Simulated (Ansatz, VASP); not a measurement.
Two plane-wave programs on W

The input POSCAR:

```
W
1.0
   -1.6382823297      1.6382823297      1.6382823297
    1.6382823297     -1.6382823297      1.6382823297
    1.6382823297      1.6382823297     -1.6382823297
W
1
Direct
    0.0000000000      0.0000000000      0.0000000000
```

INCAR.step1

```
ALGO     = Normal         # electronic algorithm
EDIFF    = 1E-4           # SCF threshold, eV
ENCUT    = 600            # plane-wave cutoff, eV
GGA      = PE             # functional
ISMEAR   = 0              # smearing method
LASPH    = True           # aspherical terms in the spheres
LCHARG   = False          # write CHGCAR
LREAL    = False          # projectors in reciprocal space
LWAVE    = True           # write WAVECAR
NELM     = 80             # most SCF steps
PREC     = Accurate       # precision mode
SIGMA    = 0.1            # smearing width, eV
```

The input INCAR.step2:

```
ALGO     = Normal         # electronic algorithm
EDIFF    = 1E-7           # SCF threshold, eV
EDIFFG   = -0.05          # ionic threshold
ENCUT    = 600            # plane-wave cutoff, eV
IBRION   = 2              # ionic algorithm
ISIF     = 3              # what is computed and relaxed
ISMEAR   = 0              # smearing method
ISTART   = 1            
LASPH    = True           # aspherical terms in the spheres
LCHARG   = False          # write CHGCAR
LMIXTAU  = True         
LREAL    = False          # projectors in reciprocal space
LWAVE    = False          # write WAVECAR
METAGGA  = R2SCAN         # meta-GGA
NELM     = 80             # most SCF steps
NSW      = 80             # ionic steps
PREC     = Accurate       # precision mode
SIGMA    = 0.1            # smearing width, eV
```

The input KPOINTS:

```
k-points
0
Gamma
  8 8 8
```

Input for Ansatz:

```yaml
crystal:
  lattice:
    - [-1.6382823297, 1.6382823297, 1.6382823297]
    - [1.6382823297, -1.6382823297, 1.6382823297]
    - [1.6382823297, 1.6382823297, -1.6382823297]
  atoms:
    - { symbol: W, position: [0.0, 0.0, 0.0] }
basis:
  ecutwfc: 500
kpoints:
  mp_grid: { grid: [8, 8, 8] }
hamiltonian:
  xc: r2scan
scf:
  occupations: { method: gaussian, width: 0.1 }
output:
  forces: true
  stress: true
  eigenvalues: true
relax:
  adjacent_minimum: "off"
  f_tol: 0.05
  max_steps: 60
  cell: { stress_tol: 0.5 }
```

Alike in both runs: task relaxation of cell and atoms; functional r2SCAN; k mesh 8 × 8 × 8; occupations gaussian, width 0.1 eV; no spin polarisation.

|  | VASP | Ansatz |
| --- | --- | --- |
| version | VASP 6.6.1 | Ansatz 0.2.0 |
| potentials or method | VASP PAW PBE potentials, release 64 (W_sv), cutoff 600 eV | scalar-relativistic, plane waves, PAW |
| valence electrons in the cell | 14 | 14 |

VASP gave:

| Property | Result |
| --- | --- |
| gap on the k mesh at the Fermi level, each at its own relaxed structure (eV) | none |
| relaxed volume (Å³/atom) | 15.98 |
| relaxed cell length with the largest relative difference (Å) | 2.748 |

Q: Estimate Ansatz's values.

A: gap on the k mesh at the Fermi level, each at its own relaxed structure (eV): none; relaxed volume (Å³/atom): 15.92; relaxed cell length with the largest relative difference (Å): 2.745.

VASP's potentials were made for PBE, not for r2SCAN. A gap of «none» marks a metal or a gap that the smearing closes.

Spin-orbit coupling is off throughout.
